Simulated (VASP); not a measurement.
# MgB2 (Fd-3m) in VASP: a series of runs, part 3 of 3

VASP 6.6.1. The steps go on from the part before.

### 6 Single point, PBE

This run uses another cell than the first one, of 9.30 Å³/atom, 1.106 times its volume.

Contents of INCAR:

```
SYSTEM = MgB2
ALGO = Normal
EDIFF = 1E-6
ENCUT = 600
GGA = PE
GGA_COMPAT = .FALSE.
ISIF = 2
ISMEAR = -1
LASPH = .TRUE.
LCHARG = .FALSE.
LREAL = .FALSE.
LWAVE = .FALSE.
NBANDS = 17
NELM = 120
PREC = Accurate
SIGMA = 0.05
```

Contents of KPOINTS:

```
k-points
0
G
  8 8 8
  0 0 0
```

Contents of POSCAR:

```
MgB2
1.0
    0.0000000000      3.0330345177      3.0330345177
    3.0330345177      0.0000000000      3.0330345177
    3.0330345177      3.0330345177      0.0000000000
Mg B
2 4
Direct
    0.0000000000      0.0000000000      0.0000000000
    0.2500000000      0.2500000000      0.2500000000
    0.6250000000      0.1250000000      0.6250000000
    0.6250000000      0.6250000000      0.1250000000
    0.1250000000      0.6250000000      0.6250000000
    0.6250000000      0.6250000000      0.6250000000
```

Potentials or basis: VASP PAW PBE potentials, release 64 (Mg, B).

Command:

```
> cat potpaw_PBE.64/Mg/POTCAR potpaw_PBE.64/B/POTCAR > POTCAR
> mpirun -np 1 vasp_std > vasp.out
```

OUTCAR:

```text
SYSTEM = MgB2
   EDIFF = 1E-6
   ENCUT = 600
   GGA = PE
   ISIF = 2
   ISMEAR = -1
   LASPH = .TRUE.
   LREAL = .FALSE.
   NELM = 120
   PREC = Accurate

 ion  position               nearest neighbor table
   1  0.000  0.000  0.000-   3 2.51   4 2.51   4 2.51   5 2.51   3 2.51   5 2.51   6 2.51   6 2.51
                             6 2.51   3 2.51   4 2.51   5 2.51   2 2.63   2 2.63   2 2.63   2 2.63
   2  0.250  0.250  0.250-   3 2.51   5 2.51   4 2.51   5 2.51   3 2.51   4 2.51   5 2.51   3 2.51
                             6 2.51   4 2.51   6 2.51   6 2.51   1 2.63   1 2.63   1 2.63   1 2.63
   3  0.625  0.125  0.625-   6 2.14   4 2.14   4 2.14   5 2.14   6 2.14   5 2.14   1 2.51   2 2.51
                             1 2.51   2 2.51   1 2.51   2 2.51
   4  0.625  0.625  0.125-   6 2.14   3 2.14   5 2.14   6 2.14   3 2.14   5 2.14   1 2.51   2 2.51
                             1 2.51   2 2.51   1 2.51   2 2.51
   5  0.125  0.625  0.625-   6 2.14   4 2.14   3 2.14   3 2.14   4 2.14   6 2.14   2 2.51   1 2.51
                             2 2.51   1 2.51   1 2.51   2 2.51
   6  0.625  0.625  0.625-   3 2.14   4 2.14   5 2.14   4 2.14   3 2.14   5 2.14   1 2.51   2 2.51
                             1 2.51   2 2.51   1 2.51   2 2.51

  LATTYP: Found a face centered cubic cell.
 ALAT       =     6.0660690354

  Lattice vectors:

 A1 = (   0.0000000000,   3.0330345177,   3.0330345177)
 A2 = (   3.0330345177,   0.0000000000,   3.0330345177)
 A3 = (   3.0330345177,   3.0330345177,   0.0000000000)

Analysis of symmetry for initial positions (statically):
=====================================================================
 Subroutine PRICEL returns:
 Original cell was already a primitive cell.

 Routine SETGRP: Setting up the symmetry group for a
 face centered cubic supercell.

 Subroutine GETGRP returns: Found 48 space group operations
 (whereof 24 operations were pure point group operations)
 out of a pool of 48 trial point group operations.

The static configuration has the point symmetry T_d .
 The point group associated with its full space group is O_h .

Analysis of symmetry for dynamics (positions and initial velocities):
=====================================================================
 Subroutine PRICEL returns:
 Original cell was already a primitive cell.

 Routine SETGRP: Setting up the symmetry group for a
 face centered cubic supercell.

 Subroutine GETGRP returns: Found 48 space group operations
 (whereof 24 operations were pure point group operations)
 out of a pool of 48 trial point group operations.

The dynamic configuration has the point symmetry T_d .
 The point group associated with its full space group is O_h .

 Subroutine INISYM returns: Found 48 space group operations
 (whereof 24 operations are pure point group operations),
 and found     1 'primitive' translations

----------------------------------------------------------------------------------------

                                     Primitive cell

  volume of cell :      55.8036

  direct lattice vectors                    reciprocal lattice vectors
     0.000000000  3.033034518  3.033034518    -0.164851404  0.164851404  0.164851404
     3.033034518  0.000000000  3.033034518     0.164851404 -0.164851404  0.164851404
     3.033034518  3.033034518  0.000000000     0.164851404  0.164851404 -0.164851404

  length of vectors
     4.289358550  4.289358550  4.289358550     0.285531008  0.285531008  0.285531008

  position of ions in fractional coordinates (direct lattice)
[... 68 lines left out ...]
 [... further k-points ...]
   k-points           NKPTS =     29   k-points in BZ     NKDIM =     29   number of bands    NBANDS=     17
   number of dos      NEDOS =    301   number of ions     NIONS =      6
   total plane-waves  NPLWV =  46656
   dimension x,y,z NGX =    36 NGY =   36 NGZ =   36
   dimension x,y,z NGXF=    72 NGYF=   72 NGZF=   72
   ions per type =               2   4
   NGX,Y,Z   is equivalent  to a cutoff of  13.95, 13.95, 13.95 a.u.
   NGXF,Y,Z  is equivalent  to a cutoff of  27.91, 27.91, 27.91 a.u.
 SYSTEM =  MgB2
   PREC   = accura    normal or accurate (medium, high low for compatibility)
   ISTART =      0    job   : 0-new  1-cont  2-samecut
   ICHARG =      2    charge: 1-file 2-atom 10-const
   ISPIN  =      1    spin polarized calculation?
   LNONCOLLINEAR =      F non collinear calculations
   LSORBIT =      F    spin-orbit coupling
   LASPH  =      T    aspherical Exc in radial PAW
   ENCUT  =  600.0 eV  44.10 Ry    6.64 a.u.   8.57  8.57  8.57*2*pi/ulx,y,z
   NELM   =    120;   NELMIN=  2; NELMDL= -5     # of ELM steps
   EDIFF  = 0.1E-05   stopping-criterion for ELM
   LREAL  =      F    real-space projection
   EDIFFG = 0.1E-04   stopping-criterion for IOM
   NSW    =      0    number of steps for IOM
   IBRION =     -1    ionic relax: 0-MD 1-quasi-New 2-CG
   NFREE  =      0    steps in history (QN), initial steepest desc. (CG)
   ISIF   =      2    stress and relaxation
   ISYM   =      2    0-nonsym 1-usesym 2-fastsym
   POTIM  = 0.5000    time-step for ionic-motion
   TEBEG  =    0.0;   TEEND  =   0.0 temperature during run
   PSTRESS=    0.0 pullay stress
   NELECT =      16.0000    total number of electrons
   NUPDOWN=      -1.0000    fix difference up-down
   EMIN   =  10.00;   EMAX   =-10.00  energy-range for DOS
   EFERMI =   0.00;   METHOD = LEGACY
   ISMEAR =    -1;   SIGMA  =   0.05  broadening in eV -4-tet -1-fermi 0-gaus
   EFERMI_NEDOS =   21; number of points for ismear=-14 and -15
   IALGO  =     38    algorithm
   IMIX   =      4    mixing-type and parameters
     AMIX     =   0.40;   BMIX     =  1.00
     AMIX_MAG =   1.60;   BMIX_MAG =  1.00
  volume/ion in A,a.u.               =       9.30        62.76
  Fermi-wavevector in a.u.,A,eV,Ry     =   1.079512  2.039982 15.855497  1.165346
  Thomas-Fermi vector in A             =   2.215479
   LORBIT       =      0    0 simple, 1 ext, 2 COOP (PROOUT), +10 PAW based schemes
   GGA     = PE    functional components
   LHFCALC =     F    Hartree Fock is set to
   AEXX    =    0.0000 exact exchange contribution
   IVDW    =     0    specifies the selected vdW correction
   LEPSILON=     F    determine dielectric tensor
   LRPA    =     F    only Hartree local field effects (RPA)
 non-spin polarized calculation
  energy-cutoff  :      600.00
  volume of cell :       55.80
 maximum number of plane-waves:      1892
 NGX is ok and might be reduce to    36
   NGX = 17   NGY = 17   NGZ = 17

 number of electron      16.0000000 magnetization

 Free energy of the ion-electron system (eV)
  ---------------------------------------------------
  ext. energy  EPLUGINS =         0.00000000
  ---------------------------------------------------
  free energy    TOTEN  =       -25.29999046 eV

  energy without entropy =      -25.28821177  energy(sigma->0) =      -25.29410111

 E-fermi :   6.6509     XC(G=0): -11.2739

 val. band max:        6.6398593444   @ k =   0.2500   0.2500   0.0000
 cond. band min:       6.6905744194   @ k =   0.2500   0.0000   0.0000
 fundamental gap:      0.0507150750
 Fermi energy:         6.6509321876

 k-point     1 :       0.0000    0.0000    0.0000
  band No.  band energies     occupation
      1      -7.1037      2.00000
      2       0.0466      2.00000
      3       2.2253      2.00000
      4       2.2253      2.00000
      5       2.2253      2.00000
      6       4.0955      2.00000
[... 457 lines left out ...]
      4       0.3928      2.00000
      5       2.3464      2.00000
      6       3.5536      2.00000
[... 9 lines left out ...]
     16      14.6050      0.00000
     17      14.9752      0.00000

 [... further k-points ...]

------------------------ aborting loop because EDIFF is reached ----------------------------------------

  FORCE on cell =-STRESS in cart. coord.  units (eV):
  Direction    XX          YY          ZZ          XY          YZ          ZX
  --------------------------------------------------------------------------------------
  -------------------------------------------------------------------------------------
  Total       -1.8245740     -1.8245740     -1.8245740      0.0000000      0.0000000      0.0000000
  in kB      -52.3853702    -52.3853702    -52.3853702      0.0000000      0.0000000      0.0000000
  external PRESSURE =     -52.3853702 kB  Pullay stress =       0.0000000 kB

 VOLUME and BASIS-vectors are now :
 -----------------------------------------------------------------------------
  energy-cutoff  :      600.00
  volume of cell :       55.80
      direct lattice vectors                 reciprocal lattice vectors
     0.000000000  3.033034518  3.033034518    -0.164851404  0.164851404  0.164851404
     3.033034518  0.000000000  3.033034518     0.164851404 -0.164851404  0.164851404
     3.033034518  3.033034518  0.000000000     0.164851404  0.164851404 -0.164851404

 POSITION                                       TOTAL-FORCE (eV/Angst)
 -----------------------------------------------------------------------------------
      0.00000      0.00000      0.00000        -0.000000     -0.000000     -0.000000
      1.51652      1.51652      1.51652         0.000000      0.000000      0.000000
      2.27478      3.79129      2.27478        -0.000000     -0.000000     -0.000000
      2.27478      2.27478      3.79129         0.000000     -0.000000     -0.000000
      3.79129      2.27478      2.27478         0.000000     -0.000000     -0.000000
      3.79129      3.79129      3.79129         0.000000     -0.000000     -0.000000
 -----------------------------------------------------------------------------------
    total drift:                                0.000000      0.000000      0.000000

  FREE ENERGIE OF THE ION-ELECTRON SYSTEM (eV)
  ---------------------------------------------------
  free  energy   TOTEN  =       -25.2999904556 eV

  energy  without entropy=      -25.2882117708  energy(sigma->0) =      -25.29410111
```

OSZICAR:

```text
N       E                     dE             d eps       ncg     rms          rms(c)
DAV:   1     0.265137532083E+02    0.26514E+02   -0.70384E+03   994   0.902E+02
DAV:   2    -0.240204304406E+02   -0.50534E+02   -0.45796E+02  1235   0.150E+02
DAV:   3    -0.260582640229E+02   -0.20378E+01   -0.20002E+01  1372   0.254E+01
DAV:   4    -0.260728420620E+02   -0.14578E-01   -0.14550E-01  1193   0.220E+00
DAV:   5    -0.260729634612E+02   -0.12140E-03   -0.12137E-03  1378   0.211E-01    0.374E+00
DAV:   6    -0.254527794767E+02    0.62018E+00   -0.64969E-01  1180   0.363E+00    0.208E+00
DAV:   7    -0.253075968394E+02    0.14518E+00   -0.36305E-01  1257   0.276E+00    0.730E-01
DAV:   8    -0.253004069707E+02    0.71899E-02   -0.24216E-02  1202   0.987E-01    0.809E-02
DAV:   9    -0.253000191875E+02    0.38778E-03   -0.20115E-03  1271   0.227E-01    0.474E-02
DAV:  10    -0.252999921832E+02    0.27004E-04   -0.13437E-04  1302   0.700E-02    0.494E-03
DAV:  11    -0.252999907238E+02    0.14594E-05   -0.29403E-06  1287   0.115E-02    0.239E-03
DAV:  12    -0.252999904556E+02    0.26820E-06   -0.16564E-07   726   0.241E-03
   1 F= -.25299990E+02 E0= -.25294101E+02  d E =-.117787E-01
```

Run time: 56 s. Hardware: 1 thread of Intel Xeon 8259CL, shared host; peak memory 0.21 GiB.

Results:

```yaml
Free_energy: -25.3000 eV
Pressure: -5.2 GPa
Band_gap_on_the_k_mesh: zero (band 8 reaches 8.48 eV, above the bottom of band 9 at 4.88 eV)
```

### 7 The runs side by side

| cell | gap on the mesh (eV) | pressure (GPa) |
| --- | --- | --- |
| a = 4.147 Å, angles 60.0°, 6 atoms | none | 10.2 |
| a = 4.176 Å, angles 60.0°, 6 atoms | none | 6.5 |
| a = 4.205 Å, angles 60.0°, 6 atoms | none | 3.1 |
| a = 4.262 Å, angles 60.0°, 6 atoms | none | -2.7 |
| a = 4.289 Å, angles 60.0°, 6 atoms | none | -5.2 |

Alike in all rows: task single point; level PBE; potentials or basis VASP PAW PBE potentials, release 64 (Mg, B); no spin polarisation; k mesh 8 × 8 × 8; cutoff (eV) 600; smearing fermi-dirac 0.05 eV.

Total energies depend on the potentials used, so only differences within one code and one set of settings carry meaning.
